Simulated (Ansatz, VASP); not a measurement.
# One calculation of ZnO, two programs

Contents of INCAR:

```
SYSTEM = ZnO
PREC = Accurate ; ENCUT = 600
EDIFF = 1E-6 ; ISMEAR = 0
SIGMA = 0.02 ; LREAL = .False.
LASPH = .True. ; NELM = 100
ALGO = Normal ; ISIF = 3
LWAVE = .False. ; LCHARG = .False.
GGA = PE ; IBRION = 2
NSW = 100 ; EDIFFG = -0.002
```

Contents of KPOINTS:

```
Automatic mesh
0
Gamma
  9 9 6
  0 0 0
```

Contents of POSCAR:

```
ZnO
1.0
    3.4446131989      0.0000000000      0.0000000000
   -1.7223065995      2.9831225365      0.0000000000
    0.0000000000      0.0000000000      4.6165076831
Zn O
2 2
Direct
    0.3333333333      0.6666666667      0.0000000000
    0.6666666667      0.3333333333      0.5000000000
    0.3333333333      0.6666666667      0.5000000000
    0.6666666667      0.3333333333      1.0000000000
```

Input for Ansatz:

```yaml
crystal:
  lattice:
    - [3.4446131989, 0.0, 0.0]
    - [-1.7223065995, 2.9831225365, 0.0]
    - [0.0, 0.0, 4.6165076831]
  atoms:
    - { symbol: Zn, position: [0.3333333333, 0.6666666667, 0.0] }
    - { symbol: Zn, position: [0.6666666667, 0.3333333333, 0.5] }
    - { symbol: O, position: [0.3333333333, 0.6666666667, 0.5] }
    - { symbol: O, position: [0.6666666667, 0.3333333333, 1.0] }
basis:
  ecutwfc: 420
kpoints:
  mp_grid: { grid: [9, 9, 6] }
hamiltonian:
  xc: pbe
  pseudopotentials: { kind: paw, azcp: { folder: soft_1 } }
scf:
  occupations: { method: gaussian, width: 0.02 }
output:
  forces: true
  stress: true
  eigenvalues: true
  write_density: true
  write_potential: true
  elf: true
  volumetric_format: npy
relax:
  adjacent_minimum: "off"
  f_tol: 0.002
  max_steps: 80
  cell: { stress_tol: 0.02 }
```

Alike in both runs: task relaxation of cell and atoms; functional PBE; k mesh 9 × 9 × 6; occupations gaussian, width 0.02 eV; no spin polarisation.

```csv
,VASP,Ansatz
version,VASP 6.6.1,Ansatz 0.2.0
potentials or method,"VASP PAW PBE potentials, release 64 (Zn, O), cutoff 600 eV","scalar-relativistic, plane waves, PAW"
valence electrons in the cell,36,36
```

|  | VASP | Ansatz | Ansatz less VASP |
| --- | --- | --- | --- |
| gap on the k mesh at the Fermi level, each at its own relaxed structure (eV) | 0.91 | 0.95 | +0.040 |
| relaxed volume (Å³/atom) | 11.91 | 11.86 | -0.050 |
| relaxed cell length with the largest relative difference (Å) | 3.458 | 3.446 | -0.0117 |
